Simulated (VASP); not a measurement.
A run of VASP 6.6.1 is set up as follows.

File POSCAR:

```
MgZnTe2
1.0
    4.4327149066      0.0000000000      0.0000000000
    0.0000000000      4.4327149066      0.0000000000
    0.0000000000      0.0000000000      6.3419944418
Mg Te Zn
1 2 1
Direct
    0.0000000000      0.0000000000      0.0000000000
    0.0000000000      0.5000000000      0.2649431998
    0.5000000000      0.0000000000      0.7350568002
    0.5000000000      0.5000000000      0.5000000000
```

The input INCAR.step1:

```
SYSTEM = MgZnTe2
PREC     = Accurate       ! precision mode
ENCUT    = 520            ! plane-wave cutoff, eV
ISMEAR   = 0              ! smearing method
SIGMA    = 0.01           ! smearing width, eV
LREAL    = .FALSE.        ! projectors in reciprocal space
LASPH    = .TRUE.         ! aspherical terms in the spheres
NELM     = 80             ! most SCF steps
NBANDS   = 21             ! bands
GGA      = PE             ! functional
ALGO     = Normal         ! electronic algorithm
EDIFF    = 1E-4           ! SCF threshold, eV
LWAVE    = .TRUE.         ! write WAVECAR
LCHARG   = .FALSE.        ! write CHGCAR
```

INCAR.step2

```
SYSTEM = MgZnTe2
PREC     = Accurate       ! precision mode
ENCUT    = 520            ! plane-wave cutoff, eV
EDIFF    = 1E-7           ! SCF threshold, eV
ISMEAR   = 0              ! smearing method
SIGMA    = 0.01           ! smearing width, eV
LREAL    = .FALSE.        ! projectors in reciprocal space
LASPH    = .TRUE.         ! aspherical terms in the spheres
NELM     = 80             ! most SCF steps
ALGO     = Normal         ! electronic algorithm
ISIF     = 2              ! what is computed and relaxed
LWAVE    = .FALSE.        ! write WAVECAR
LCHARG   = .FALSE.        ! write CHGCAR
METAGGA  = R2SCAN         ! meta-GGA
LMIXTAU  = .TRUE.       
NBANDS   = 21             ! bands
ISTART   = 1
```

Contents of KPOINTS:

```
Automatic mesh
0
G
  6 6 4
  0 0 0
```

Potentials or basis: VASP PAW PBE potentials, release 64 (Mg, Te, Zn).

The run is started by

```bash
$ cat potpaw_PBE.64/Mg/POTCAR potpaw_PBE.64/Te/POTCAR potpaw_PBE.64/Zn/POTCAR > POTCAR
$ cp INCAR.step1 INCAR
$ mpirun -np 1 vasp_std > vasp.out
$ cp INCAR.step2 INCAR
$ mpirun -np 1 vasp_std > vasp.out
```

Q: Estimate the band gap on the k mesh.

A: 2.10 eV, direct.

Q: Predict the largest force.

A: 0.023 eV/Å.

Forces on the atoms (eV/Å):
```
Mg   0.000  0.000  0.000
Te   0.000  0.000 -0.023
Te   0.000  0.000  0.023
Zn   0.000  0.000  0.000
```

Caveat: the PAW data sets were made with another functional, which shifts forces and pressure a little; spin-orbit coupling is left out, which moves the levels of the heavy elements. A k mesh can miss the band edges.
